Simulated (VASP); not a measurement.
# Ga (P6_3/mmc) in VASP: notebook

Runs on Ga. Level: PBEsol. Tasks: single point, relaxation of cell and atoms.

Everything below comes from runs of VASP 6.6.1. Logs are shortened: lines on timing, memory, paths and dates and some standing lists are left out, and cuts for length are marked.

## 1. The cell of the first run

It takes space group P6_3/mmc (No. 194, hexagonal). Conventional cell: a = 2.901 Å, b = 2.901 Å, c = 9.671 Å, α = 90.00°, β = 90.00°, γ = 120.00°. Within 3.8 Å of Ga (site symmetry -3m) lie 12 Ga at 2.90 to 2.94 Å. Ga (site symmetry -6m2) has 12 Ga at 2.90 to 2.94 Å within 3.8 Å.

## 2. Single point, PBEsol

Contents of INCAR:

```
PREC = Accurate
ENCUT = 520
EDIFF = 1E-6
ISMEAR = 0
SIGMA = 0.1
LREAL = F
LASPH = T
NELM = 60
ALGO = Fast
ISIF = 2
LWAVE = F
LCHARG = F
GGA = PS
NBANDS = 34
```

Contents of KPOINTS:

```
Automatic mesh
0
Gamma
  6 6 2
```

Contents of POSCAR:

```
Ga
1.0
    2.9006606193      0.0000000000      0.0000000000
   -1.4503303096      2.5120457840      0.0000000000
    0.0000000000      0.0000000000      9.6707712242
Ga
4
Direct
    0.0000000000      0.0000000000      0.0000000000
    0.0000000000      0.0000000000      0.5000000000
    0.3333333333      0.6666666667      0.7500000000
    0.6666666667      0.3333333333      0.2500000000
```

Potentials or basis: VASP PAW PBE potentials, release 64 (Ga_d).

On the command line:

```console
$ cat potpaw_PBE.64/Ga_d/POTCAR > POTCAR
$ mpirun -np 1 vasp_std > vasp.out
```

OUTCAR:

```text
PREC = Accurate
   ENCUT = 520
   EDIFF = 1E-6
   ISMEAR = 0
   LREAL = F
   LASPH = T
   NELM = 60
   ISIF = 2
   GGA = PS

 ion  position               nearest neighbor table
   1  0.000  0.000  0.000-
   2  0.000  0.000  0.500-
   3  0.333  0.667  0.750-
   4  0.667  0.333  0.250-

  LATTYP: Found a hexagonal cell.
 ALAT       =     2.9006606193
 C/A-ratio  =     3.3339892161

  Lattice vectors:

 A1 = (   2.9006606193,   0.0000000000,   0.0000000000)
 A2 = (  -1.4503303096,   2.5120457840,   0.0000000000)
 A3 = (   0.0000000000,   0.0000000000,   9.6707712242)

Analysis of symmetry for initial positions (statically):
=====================================================================
 Subroutine PRICEL returns:
 Original cell was already a primitive cell.

 Routine SETGRP: Setting up the symmetry group for a
 hexagonal supercell.

 Subroutine GETGRP returns: Found 24 space group operations
 (whereof 12 operations were pure point group operations)
 out of a pool of 24 trial point group operations.

The static configuration has the point symmetry D_3d.
 The point group associated with its full space group is D_6h.

Analysis of symmetry for dynamics (positions and initial velocities):
=====================================================================
 Subroutine PRICEL returns:
 Original cell was already a primitive cell.

 Routine SETGRP: Setting up the symmetry group for a
 hexagonal supercell.

 Subroutine GETGRP returns: Found 24 space group operations
 (whereof 12 operations were pure point group operations)
 out of a pool of 24 trial point group operations.

The dynamic configuration has the point symmetry D_3d.
 The point group associated with its full space group is D_6h.

 Subroutine INISYM returns: Found 24 space group operations
 (whereof 12 operations are pure point group operations),
 and found     1 'primitive' translations

----------------------------------------------------------------------------------------

                                     Primitive cell

  volume of cell :      70.4670

  direct lattice vectors                    reciprocal lattice vectors
     2.900660619  0.000000000  0.000000000     0.344749052  0.199040958  0.000000000
    -1.450330310  2.512045784  0.000000000     0.000000000  0.398081916  0.000000000
     0.000000000  0.000000000  9.670771224     0.000000000  0.000000000  0.103404369

  length of vectors
     2.900660619  2.900660619  9.670771224     0.398081916  0.398081916  0.103404369

  position of ions in fractional coordinates (direct lattice)
     0.000000000  0.000000000  0.000000000
     0.000000000  0.000000000  0.500000000
     0.333333333  0.666666667  0.750000000
     0.666666667  0.333333333  0.250000000

  ion indices of the primitive-cell ions
   primitive index   ion index
                 1           1
                 2           2
                 3           3
                 4           4

----------------------------------------------------------------------------------------

 KPOINTS: Automatic mesh

Automatic generation of k-mesh.
 Grid dimensions read from file:
 generate k-points for:    6    6    2

 Generating k-lattice:

  Cartesian coordinates                     Fractional coordinates (reciprocal lattice)
     0.057458175  0.033173493  0.000000000     0.166666667  0.000000000  0.000000000
     0.000000000  0.066346986  0.000000000     0.000000000  0.166666667  0.000000000
     0.000000000  0.000000000  0.051702185     0.000000000  0.000000000  0.500000000

  Length of vectors
     0.066346986  0.066346986  0.051702185

  Shift w.r.t. Gamma in fractional coordinates (k-lattice)
     0.000000000  0.000000000  0.000000000

 Subroutine IBZKPT returns following result:
 ===========================================

 Found     14 irreducible k-points:

 Following reciprocal coordinates:
            Coordinates               Weight
  0.000000  0.000000  0.000000      1.000000
  0.166667  0.000000  0.000000      6.000000
  0.333333  0.000000  0.000000      6.000000
  0.500000  0.000000  0.000000      3.000000
  0.166667  0.166667  0.000000      6.000000
  0.333333  0.166667  0.000000     12.000000
  0.333333  0.333333  0.000000      2.000000
  0.000000  0.000000  0.500000      1.000000
  0.166667  0.000000  0.500000      6.000000
  0.333333  0.000000  0.500000      6.000000
  0.500000  0.000000  0.500000      3.000000
  0.166667  0.166667  0.500000      6.000000
  0.333333  0.166667  0.500000     12.000000
  0.333333  0.333333  0.500000      2.000000
   k-points           NKPTS =     14   k-points in BZ     NKDIM =     14   number of bands    NBANDS=     34
   number of dos      NEDOS =    301   number of ions     NIONS =      4
   total plane-waves  NPLWV =  41472
   dimension x,y,z NGX =    24 NGY =   24 NGZ =   72
   dimension x,y,z NGXF=    48 NGYF=   48 NGZF=  144
   ions per type =               4
   NGX,Y,Z   is equivalent  to a cutoff of  13.76, 13.76, 12.38 a.u.
[... 115 lines left out ...]

 k-point     5 :       0.1667    0.1667    0.0000
  band No.  band energies     occupation
      1      -8.9254      2.00000
      2      -8.9008      2.00000
      3      -8.8974      2.00000
      4      -8.8816      2.00000
      5      -8.8757      2.00000
      6      -8.8350      2.00000
[... 26 lines left out ...]
     33      11.7867      0.00000
     34      14.4242      0.00000

 k-point     6 :       0.3333    0.1667    0.0000
  band No.  band energies     occupation
      1      -8.9673      2.00000
      2      -8.9566      2.00000
      3      -8.9226      2.00000
      4      -8.9026      2.00000
      5      -8.8718      2.00000
      6      -8.8670      2.00000
[... 26 lines left out ...]
     33      10.8427      0.00000
     34      13.2094      0.00000

 k-point     7 :       0.3333    0.3333    0.0000
  band No.  band energies     occupation
      1      -8.9162      2.00000
      2      -8.9162      2.00000
      3      -8.9044      2.00000
      4      -8.8871      2.00000
      5      -8.8871      2.00000
      6      -8.8240      2.00000
[... 26 lines left out ...]
     33       9.1876      0.00000
     34      10.6035      0.00000

 k-point     8 :       0.0000    0.0000    0.5000
  band No.  band energies     occupation
      1      -8.9418      2.00000
      2      -8.9418      2.00000
      3      -8.8685      2.00000
      4      -8.8685      2.00000
      5      -8.8375      2.00000
      6      -8.8375      2.00000
[... 26 lines left out ...]
     33      18.5135      0.00000
     34      18.5139      0.00000

 k-point     9 :       0.1667    0.0000    0.5000
  band No.  band energies     occupation
      1      -8.9230      2.00000
      2      -8.9230      2.00000
      3      -8.8698      2.00000
      4      -8.8698      2.00000
      5      -8.8351      2.00000
      6      -8.8351      2.00000
[... 26 lines left out ...]
     33      15.3004      0.00000
     34      15.3006      0.00000

 k-point    10 :       0.3333    0.0000    0.5000
  band No.  band energies     occupation
      1      -8.9843      2.00000
      2      -8.9843      2.00000
      3      -8.9029      2.00000
      4      -8.9029      2.00000
      5      -8.8896      2.00000
      6      -8.8896      2.00000
[... 26 lines left out ...]
     33      14.8046      0.00000
     34      14.8175      0.00000

 k-point    11 :       0.5000    0.0000    0.5000
  band No.  band energies     occupation
      1      -9.0165      2.00000
      2      -9.0165      2.00000
      3      -8.9559      2.00000
      4      -8.9559      2.00000
      5      -8.9230      2.00000
      6      -8.9230      2.00000
[... 26 lines left out ...]
     33      11.8755      0.00000
     34      11.8757      0.00000

 k-point    12 :       0.1667    0.1667    0.5000
  band No.  band energies     occupation
      1      -8.9052      2.00000
      2      -8.9052      2.00000
      3      -8.9047      2.00000
      4      -8.9047      2.00000
      5      -8.8447      2.00000
      6      -8.8447      2.00000
[... 26 lines left out ...]
     33      12.6674      0.00000
     34      12.6674      0.00000

 k-point    13 :       0.3333    0.1667    0.5000
  band No.  band energies     occupation
      1      -8.9559      2.00000
      2      -8.9559      2.00000
      3      -8.9144      2.00000
      4      -8.9144      2.00000
      5      -8.8792      2.00000
      6      -8.8792      2.00000
[... 26 lines left out ...]
     33      11.1376      0.00000
     34      11.1378      0.00000

 k-point    14 :       0.3333    0.3333    0.5000
  band No.  band energies     occupation
      1      -8.9432      2.00000
      2      -8.9432      2.00000
      3      -8.8760      2.00000
      4      -8.8760      2.00000
      5      -8.8167      2.00000
      6      -8.8167      2.00000
[... 26 lines left out ...]
     33      12.2998      0.00000
     34      12.3370      0.00000

------------------------ aborting loop because EDIFF is reached ----------------------------------------

  FORCE on cell =-STRESS in cart. coord.  units (eV):
  Direction    XX          YY          ZZ          XY          YZ          ZX
  --------------------------------------------------------------------------------------
  -------------------------------------------------------------------------------------
  Total       -0.0410470     -0.0410470      0.1519067     -0.0000000     -0.0000000     -0.0000000
  in kB       -0.9332671     -0.9332671      3.4538374     -0.0000000     -0.0000000     -0.0000000
  external PRESSURE =       0.5291010 kB  Pullay stress =       0.0000000 kB

 VOLUME and BASIS-vectors are now :
 -----------------------------------------------------------------------------
  energy-cutoff  :      520.00
  volume of cell :       70.47
      direct lattice vectors                 reciprocal lattice vectors
     2.900660619  0.000000000  0.000000000     0.344749052  0.199040958  0.000000000
    -1.450330310  2.512045784  0.000000000     0.000000000  0.398081916  0.000000000
     0.000000000  0.000000000  9.670771224     0.000000000  0.000000000  0.103404369

 POSITION                                       TOTAL-FORCE (eV/Angst)
 -----------------------------------------------------------------------------------
      0.00000      0.00000      0.00000        -0.000000      0.000000      0.000000
      0.00000      0.00000      4.83539        -0.000000      0.000000      0.000000
     -0.00000      1.67470      7.25308         0.000000      0.000000      0.000000
      1.45033      0.83735      2.41769        -0.000000      0.000000     -0.000000
 -----------------------------------------------------------------------------------
    total drift:                                0.000000      0.000000      0.000000

  FREE ENERGIE OF THE ION-ELECTRON SYSTEM (eV)
  ---------------------------------------------------
  free  energy   TOTEN  =       -13.4815757220 eV

  energy  without entropy=      -13.4774122472  energy(sigma->0) =      -13.47949398
```

Run time: 18 s. Hardware: 1 thread of Intel Xeon 6975P-C (Granite Rapids), shared host; peak memory 0.19 GiB.

What came out:

```yaml
Free_energy: -13.4816 eV
Pressure: 0.1 GPa
Band_gap_on_the_k_mesh: zero (band 26 reaches 10.04 eV, above the bottom of band 27 at 4.62 eV)
```

Stress tensor (GPa, compression positive):
```
-0.09  0.00  0.00
 0.00 -0.09  0.00
 0.00  0.00  0.35
```

Caveat: the k points lie up to 0.42 Å⁻¹ apart; the PAW data sets were made with another functional, which shifts forces and pressure a little.

## 3. Single point, PBEsol

This run uses another cell than the first one, of 20.52 Å³/atom, 1.165 times its volume.

Contents of INCAR:

```
SYSTEM = Ga
PREC = Accurate
ENCUT = 520
EDIFF = 1E-6
ISMEAR = 0
SIGMA = 0.1
LREAL = .False.
LASPH = .True.
NELM = 60
ALGO = Fast
ISIF = 2
LWAVE = .False.
LCHARG = .True.
GGA = PS
LELF = .True.
LVHAR = .True.
NBANDS = 34
```

Contents of KPOINTS:

```
Automatic mesh
0
Gamma
  6 6 2
  0 0 0
```

Contents of POSCAR:

```
Ga
1.0
    3.0857560482      0.0000000000      0.0000000000
   -1.5428780241      2.6723431276      0.0000000000
    0.0000000000      0.0000000000      9.9521722999
Ga
4
Direct
    0.0000000000      0.0000000000      0.0000000000
    0.0000000000      0.0000000000      0.5000000000
    0.3333333333      0.6666666667      0.7500000000
    0.6666666667      0.3333333333      0.2500000000
```

Potentials or basis: VASP PAW PBE potentials, release 64 (Ga_d).

On the command line:

```console
$ cat potpaw_PBE.64/Ga_d/POTCAR > POTCAR
$ mpirun -np 1 vasp_std > vasp.out
```

It took 20 s on 1 thread of Intel Xeon 6975P-C (Granite Rapids), shared host; peak memory 0.2 GiB.

The run converged. Its results:

- Free energy: -13.1783 eV
- Pressure: -6.7 GPa
- Band gap on the k mesh: zero (band 26 reaches 8.66 eV, above the bottom of band 27 at 3.36 eV)

Stress tensor (GPa, compression positive):
```
-7.63  0.00  0.00
 0.00 -7.63  0.00
 0.00  0.00 -4.77
```

Levels at points of the mesh, in eV from the Fermi level:
```csv
k point,band 24,band 25,band 26,band 27,band 28,band 29
"(0.00, 0.00, 0.00)",-4.77,-3.57,3.54,3.55,8.87,8.87
"(0.50, 0.00, 0.00)",-3.46,-3.27,-2.99,0.31,0.53,1.52
"(0.00, 0.00, 0.50)",-6.98,-0.61,-0.61,8.22,8.22,9.12
"(0.50, 0.00, 0.50)",-4.34,-1.75,-1.75,-1.32,-1.32,3.94
```

Caveat: the k points lie up to 0.39 Å⁻¹ apart; the PAW data sets were made with another functional, which shifts forces and pressure a little.

## 4. Relaxation of cell and atoms, PBEsol

This run uses another cell than the first one, of 20.52 Å³/atom, 1.165 times its volume.

Contents of INCAR:

```
SYSTEM = Ga
PREC = Accurate
ENCUT = 600
EDIFF = 1E-6
ISMEAR = 0
SIGMA = 0.1
LREAL = .FALSE.
LASPH = .TRUE.
NELM = 80
ALGO = Fast
ISIF = 3
LWAVE = .FALSE.
LCHARG = .FALSE.
GGA = PS
IBRION = 2
NSW = 90
EDIFFG = -0.04
```

Contents of KPOINTS:

```
Automatic mesh
0
G
  6 6 2
  0 0 0
```

POSCAR is that of step 3.

On the command line:

```console
$ cat potpaw_PBE.64/Ga_d/POTCAR > POTCAR
$ mpirun -np 1 vasp_std > vasp.out
```

Wall time 2 min (1 thread of Intel Xeon 6975P-C (Granite Rapids), shared host); peak memory 0.25 GiB.

The run converged. Its results:

```yaml
Free_energy: -13.4852 eV
Relaxed_volume: 17.59 Å³/atom
Relaxed_cell: a = 2.898 Å, b = 2.898 Å, c = 9.678 Å, α = 90.00°, β = 90.00°, γ = 120.00°
Space_group_after_relaxing_to_0.05_Å: P6_3/mmc (No. 194)
Energy_gained_by_relaxing: 76.8 meV/atom
Ionic_steps: 7
Pressure_after_relaxing: 0.1 GPa
Band_gap_on_the_k_mesh: zero (band 26 reaches 10.03 eV, above the bottom of band 27 at 4.63 eV)
```

Step by step:
```
step  energy change (eV)  largest force (eV/Å)  pressure (GPa)  volume (Å³)
   1              0.0000                0.0000           -6.71        82.07
   2             -0.2897                0.0000           -1.89        72.27
   3             -0.2984                0.0000            1.31        69.14
   4             -0.3019                0.0000            0.45        70.12
   5             -0.3018                0.0000            0.10        70.35
   6             -0.3068                0.0000            0.10        70.38
   7             -0.3073                0.0000            0.08        70.38
```

Final structure:
```xyz
4
Lattice="2.8976 0.0000 0.0000 -1.4488 2.5094 0.0000 0.0000 0.0000 9.6785" Properties=species:S:1:pos:R:3 pbc="T T T"
Ga    0.0000    0.0000    0.0000
Ga    0.0000    0.0000    4.8392
Ga    0.0000    1.6729    7.2589
Ga    1.4488    0.8365    2.4196
```

Levels at points of the mesh, in eV from the Fermi level:
| k point | band 24 | band 25 | band 26 | band 27 | band 28 | band 29 |
| --- | --- | --- | --- | --- | --- | --- |
| (0.00, 0.00, 0.00) | -5.26 | -4.38 | 3.41 | 3.42 | 10.74 | 10.74 |
| (0.50, 0.00, 0.00) | -3.77 | -3.53 | -3.45 | 0.51 | 0.54 | 1.53 |
| (0.00, 0.00, 0.50) | -7.80 | -1.05 | -1.05 | 8.48 | 8.48 | 11.02 |
| (0.50, 0.00, 0.50) | -4.68 | -1.90 | -1.90 | -1.40 | -1.40 | 4.22 |

Caveat: the k points lie up to 0.42 Å⁻¹ apart in the final cell; the PAW data sets were made with another functional, which shifts forces and pressure a little.

## 5. Single point, PBEsol

This run uses another cell than the first one, of 17.76 Å³/atom, 1.008 times its volume.

Contents of INCAR:

```
SYSTEM = Ga
ALGO = Fast
EDIFF = 1E-7
ENCUT = 520
GGA = PS
ISIF = 2
ISMEAR = 0
LASPH = .True.
LCHARG = .False.
LREAL = .False.
LWAVE = .False.
NBANDS = 34
NELM = 60
PREC = Accurate
SIGMA = 0.1
```

Contents of KPOINTS:

```
k-points
0
Gamma
  18 18 6
  0 0 0
```

Contents of POSCAR:

```
Ga
1.0
    2.9048351139      0.0000000000      0.0000000000
   -1.4524175569      2.5156610024      0.0000000000
    0.0000000000      0.0000000000      9.7224755080
Ga
4
Direct
    0.0000000000      0.0000000000      0.0000000000
    0.0000000000      0.0000000000      0.5000000000
    0.3333333333      0.6666666667      0.7500000000
    0.6666666667      0.3333333333      0.2500000000
```

On the command line:

```console
$ cat potpaw_PBE.64/Ga_d/POTCAR > POTCAR
$ mpirun -np 1 vasp_std > vasp.out
```

It took 2.5 min on 1 thread of Intel Xeon 6975P-C (Granite Rapids), shared host; peak memory 0.37 GiB.

Results (log left out):

- Free energy: -13.3251 eV
- Pressure: 0.1 GPa
- Band gap on the k mesh: zero (band 26 reaches 10.09 eV, above the bottom of band 27 at 4.53 eV)

Levels at points of the mesh, in eV from the Fermi level:
| k point | band 23 | band 24 | band 25 | band 26 | band 27 | band 28 | band 29 | band 30 |
| --- | --- | --- | --- | --- | --- | --- | --- | --- |
| (0.00, 0.00, 0.00) | -9.88 | -5.33 | -4.39 | 3.30 | 3.31 | 10.64 | 10.64 | 11.49 |
| (0.50, 0.00, 0.00) | -3.94 | -3.78 | -3.53 | -3.50 | 0.42 | 0.44 | 1.49 | 2.50 |
| (0.00, 0.00, 0.50) | -7.81 | -7.81 | -1.12 | -1.12 | 8.33 | 8.33 | 10.92 | 10.92 |
| (0.50, 0.00, 0.50) | -4.69 | -4.69 | -1.94 | -1.94 | -1.46 | -1.46 | 4.12 | 4.12 |

Caveat: the PAW data sets were made with another functional, which shifts forces and pressure a little.

## 6. The runs side by side

```tsv
task	cell	k mesh	cutoff (eV)	gap on the mesh (eV)	pressure (GPa)
single point	a = 2.901, b = 2.901, c = 9.671 Å, angles 90.0, 90.0, 120.0°, 4 atoms	6 × 6 × 2	520	none	0.1
single point	a = 3.086, b = 3.086, c = 9.952 Å, angles 90.0, 90.0, 120.0°, 4 atoms	6 × 6 × 2	520	none	-6.7
relaxation of cell and atoms	relaxed from a = 3.086, b = 3.086, c = 9.952 Å, angles 90.0, 90.0, 120.0°, 4 atoms	6 × 6 × 2	600	none	0.1
single point	a = 2.905, b = 2.905, c = 9.722 Å, angles 90.0, 90.0, 120.0°, 4 atoms	18 × 18 × 6	520	none	0.1
```

Alike in all rows: level PBEsol; potentials or basis VASP PAW PBE potentials, release 64 (Ga_d); no spin polarisation; smearing gaussian 0.1 eV.

Caveats: some runs use coarse meshes; the PAW data sets were made with another functional, which shifts forces and pressure a little.

Total energies depend on the potentials used, so only differences within one code and one set of settings carry meaning.
